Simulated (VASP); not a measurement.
Here is a VASP 6.6.1 calculation.

File INCAR:

```
  PREC = Accurate
  ENCUT = 600
  EDIFF = 1E-7
  ISMEAR = 0
  SIGMA = 0.02
  LREAL = Auto
  LASPH = True
  NELM = 100
  ALGO = Normal
  ISIF = 3
  LWAVE = False
  LCHARG = False
  GGA = PE
  IBRION = 2
  NSW = 100
  EDIFFG = -0.01
```

KPOINTS

```
regular mesh
0
Gamma
  6 6 6
```

The input POSCAR:

```
MgAlGaC6N6
1.0
    0.0000000000      5.2943470379      5.2943470379
    5.2943470379      0.0000000000      5.2943470379
    5.2943470379      5.2943470379      0.0000000000
Mg Al Ga C N
1 1 1 6 6
Direct
    0.2500000000      0.2500000000      0.2500000000
    0.5000000000      0.5000000000      0.5000000000
    0.0000000000      0.0000000000      0.0000000000
    0.7965509088      0.2034490912      0.2034490912
    0.7965509088      0.2034490912      0.7965509088
    0.7965509088      0.7965509088      0.2034490912
    0.2034490912      0.7965509088      0.7965509088
    0.2034490912      0.7965509088      0.2034490912
    0.2034490912      0.2034490912      0.7965509088
    0.6866255803      0.3133744197      0.3133744197
    0.6866255803      0.3133744197      0.6866255803
    0.6866255803      0.6866255803      0.3133744197
    0.3133744197      0.6866255803      0.6866255803
    0.3133744197      0.6866255803      0.3133744197
    0.3133744197      0.3133744197      0.6866255803
```

Potentials or basis: VASP PAW PBE potentials, release 64 (Mg, Al, Ga_d, C, N).

Command:

```bash
$ cat potpaw_PBE.64/Mg/POTCAR potpaw_PBE.64/Al/POTCAR potpaw_PBE.64/Ga_d/POTCAR potpaw_PBE.64/C/POTCAR potpaw_PBE.64/N/POTCAR > POTCAR
$ mpirun -np 1 vasp_std > vasp.out
```

(1) What does it give for the band gap on the k mesh?

(2) Estimate the relaxed cell.

(3) What does it give for the relaxed volume?

Answers

(1) 1.03 eV (least direct gap 1.23 eV).

(2) a = 7.489 Å, b = 7.489 Å, c = 7.489 Å, α = 60.00°, β = 60.00°, γ = 60.00°.

(3) 19.80 Å³/atom.
